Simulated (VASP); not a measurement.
# Cd (P6/mmm) in VASP: a series of runs, part 2 of 2

VASP 6.6.1.

## 4. Single point, PBE

This run uses another cell than the first one, of 18.59 Å³/atom.

File INCAR:

```
SYSTEM = Cd
PREC     = Accurate       ! precision mode
ENCUT    = 520            ! plane-wave cutoff, eV
EDIFF    = 1E-6           ! SCF threshold, eV
ISMEAR   = -1             ! smearing method
SIGMA    = 0.1            ! smearing width, eV
LREAL    = .False.        ! projectors in reciprocal space
LASPH    = .True.         ! aspherical terms in the spheres
NELM     = 80             ! most SCF steps
ALGO     = Normal         ! electronic algorithm
ISIF     = 2              ! what is computed and relaxed
LWAVE    = .False.        ! write WAVECAR
LCHARG   = .False.        ! write CHGCAR
GGA      = PE             ! functional
NBANDS   = 25             ! bands
```

File KPOINTS:

```
Automatic mesh
0
Gamma
  8 8 11
  0 0 0
```

File POSCAR:

```
Cd
1.0
    4.7475103114      0.0000000000      0.0000000000
   -2.3737551557      4.1114645344      0.0000000000
    0.0000000000      0.0000000000      2.8579294727
Cd
3
Direct
    0.0000000000      0.0000000000      0.0000000000
    0.3333333333      0.6666666667      0.5000000000
    0.6666666667      0.3333333333      0.5000000000
```

Potentials or basis: VASP PAW PBE potentials, release 64 (Cd).

Run with:

```bash
$ cat potpaw_PBE.64/Cd/POTCAR > POTCAR
$ mpirun -np 1 vasp_std > vasp.out
```

OUTCAR:

```text
SYSTEM = Cd
   PREC = Accurate
   ENCUT = 520
   EDIFF = 1E-6
   ISMEAR = -1
   LREAL = .False.
   LASPH = .True.
   NELM = 80
   ISIF = 2
   GGA = PE

 ion  position               nearest neighbor table
   1  0.000  0.000  0.000-   2 3.09   3 3.09   2 3.09   3 3.09   2 3.09   2 3.09   3 3.09   3 3.09
                             3 3.09   3 3.09   2 3.09   2 3.09
   2  0.333  0.667  0.500-   3 2.74   3 2.74   3 2.74   1 3.09   1 3.09   1 3.09   1 3.09   1 3.09
                             1 3.09
   3  0.667  0.333  0.500-   2 2.74   2 2.74   2 2.74   1 3.09   1 3.09   1 3.09   1 3.09   1 3.09
                             1 3.09

  LATTYP: Found a hexagonal cell.
 ALAT       =     4.7475103114
 C/A-ratio  =     0.6019848900

  Lattice vectors:

 A1 = (   4.7475103114,   0.0000000000,   0.0000000000)
 A2 = (  -2.3737551557,   4.1114645344,   0.0000000000)
 A3 = (   0.0000000000,   0.0000000000,   2.8579294727)

Analysis of symmetry for initial positions (statically):
=====================================================================
 Subroutine PRICEL returns:
 Original cell was already a primitive cell.

 Routine SETGRP: Setting up the symmetry group for a
 hexagonal supercell.

 Subroutine GETGRP returns: Found 24 space group operations
 (whereof 24 operations were pure point group operations)
 out of a pool of 24 trial point group operations.

The static configuration has the point symmetry D_6h.

Analysis of symmetry for dynamics (positions and initial velocities):
=====================================================================
 Subroutine PRICEL returns:
 Original cell was already a primitive cell.

 Routine SETGRP: Setting up the symmetry group for a
 hexagonal supercell.

 Subroutine GETGRP returns: Found 24 space group operations
 (whereof 24 operations were pure point group operations)
 out of a pool of 24 trial point group operations.

The dynamic configuration has the point symmetry D_6h.

[... 111 lines left out ...]
   NELECT =      36.0000    total number of electrons
   NUPDOWN=      -1.0000    fix difference up-down
   EMIN   =  10.00;   EMAX   =-10.00  energy-range for DOS
   EFERMI =   0.00;   METHOD = LEGACY
   ISMEAR =    -1;   SIGMA  =   0.10  broadening in eV -4-tet -1-fermi 0-gaus
   EFERMI_NEDOS =   21; number of points for ismear=-14 and -15
   IALGO  =     38    algorithm
   IMIX   =      4    mixing-type and parameters
     AMIX     =   0.40;   BMIX     =  1.00
     AMIX_MAG =   1.60;   BMIX_MAG =  1.00
  volume/ion in A,a.u.               =      18.59       125.48
  Fermi-wavevector in a.u.,A,eV,Ry     =   1.414722  2.673436 27.231209  2.001437
  Thomas-Fermi vector in A             =   2.536234
   LORBIT       =      0    0 simple, 1 ext, 2 COOP (PROOUT), +10 PAW based schemes
   GGA     = PE    functional components
   LHFCALC =     F    Hartree Fock is set to
   AEXX    =    0.0000 exact exchange contribution
   IVDW    =     0    specifies the selected vdW correction
   LEPSILON=     F    determine dielectric tensor
   LRPA    =     F    only Hartree local field effects (RPA)
 non-spin polarized calculation
  energy-cutoff  :      520.00
  volume of cell :       55.78
 maximum number of plane-waves:      1516
 NGX is ok and might be reduce to    36
   NGX = 17   NGY = 17   NGZ = 11

 number of electron      35.9999980 magnetization

 Free energy of the ion-electron system (eV)
  ---------------------------------------------------
  ext. energy  EPLUGINS =         0.00000000
  ---------------------------------------------------
  free energy    TOTEN  =        -1.39578859 eV

  energy without entropy =       -1.36501961  energy(sigma->0) =       -1.38040410

 E-fermi :   4.3598     XC(G=0): -11.8571

 val. band max:        4.3331171804   @ k =   0.1250   0.0000   0.0000
 cond. band min:       4.4070394591   @ k =   0.5000   0.0000   0.2727
 fundamental gap:      0.0739222787
 Fermi energy:         4.3598447197

 k-point     1 :       0.0000    0.0000    0.0000
  band No.  band energies     occupation
      1      -6.5508      2.00000
      2      -5.9340      2.00000
      3      -5.7498      2.00000
      4      -5.7340      2.00000
      5      -5.5594      2.00000
      6      -5.5594      2.00000
[... 661 lines left out ...]
     24      14.0691      0.00000
     25      15.2858      0.00000

 [... further k-points ...]
[... 5 lines left out ...]
  --------------------------------------------------------------------------------------
  -------------------------------------------------------------------------------------
  Total        6.5030411      6.5030411      6.5020806      0.0000000      0.0000000      0.0000000
  in kB      186.7725766    186.7725766    186.7449887      0.0000000      0.0000000      0.0000000
  external PRESSURE =     186.7633806 kB  Pullay stress =       0.0000000 kB

 VOLUME and BASIS-vectors are now :
 -----------------------------------------------------------------------------
  energy-cutoff  :      520.00
  volume of cell :       55.78
      direct lattice vectors                 reciprocal lattice vectors
     4.747510311  0.000000000  0.000000000     0.210636720  0.121611167  0.000000000
    -2.373755156  4.111464534  0.000000000     0.000000000  0.243222334  0.000000000
     0.000000000  0.000000000  2.857929473     0.000000000  0.000000000  0.349903666

 POSITION                                       TOTAL-FORCE (eV/Angst)
 -----------------------------------------------------------------------------------
      0.00000      0.00000      0.00000         0.000000      0.000000     -0.000000
     -0.00000      2.74098      1.42896         0.000000      0.000000      0.000000
      2.37376      1.37049      1.42896        -0.000000      0.000000     -0.000000
 -----------------------------------------------------------------------------------
    total drift:                                0.000000      0.000000     -0.000000

  FREE ENERGIE OF THE ION-ELECTRON SYSTEM (eV)
  ---------------------------------------------------
  free  energy   TOTEN  =        -1.3957885947 eV

  energy  without entropy=       -1.3650196099  energy(sigma->0) =       -1.38040410
```

stdout:

```text
POSCAR found type information on POSCAR Cd
 POSCAR found :  1 types and       3 ions
 scaLAPACK will be used
 LDA part: xc-table for (Slater+PW92), standard interpolation
 POSCAR, INCAR and KPOINTS ok, starting setup
 FFT: planning ... GRIDC
 FFT: planning ... GRID_SOFT
 FFT: planning ... GRID
 WAVECAR not read
 entering main loop
```

Wall time 79 s (1 thread of Intel Xeon 8259CL, shared host); peak memory 0.21 GiB.

What came out:

* Free energy: -1.3958 eV
* Pressure: 18.7 GPa
* Band gap on the k mesh: zero (bands 18 and 19 overlap by 4.21 eV)

Caveat: the cell stands under pressure.

## 5. Summary

| task | cell | cutoff (eV) | gap on the mesh (eV) | pressure (GPa) |
| --- | --- | --- | --- | --- |
| relaxation of cell and atoms | relaxed to 18 GPa from a = 4.670, b = 4.670, c = 2.895 Å, angles 90.0, 90.0, 120.0°, 3 atoms | 600 | none | 18.0 |
| relaxation of cell and atoms | relaxed to 18 GPa from a = 4.748, b = 4.748, c = 2.858 Å, angles 90.0, 90.0, 120.0°, 3 atoms | 600 | none | 18.0 |
| single point | a = 4.748, b = 4.748, c = 2.858 Å, angles 90.0, 90.0, 120.0°, 3 atoms | 520 | none | 18.7 |

Alike in all rows: level PBE; potentials or basis VASP PAW PBE potentials, release 64 (Cd); no spin polarisation; k mesh 8 × 8 × 11; smearing fermi-dirac 0.1 eV.

Caveats: the cell is relaxed towards a set pressure, so the run minimises the enthalpy, not the energy (at least some runs); the cell stands under pressure (at least some runs).

Absolute energies hang on the potentials; compare differences alone.

The gap in the log of VASP goes by the Fermi energy; the results here count the filled bands.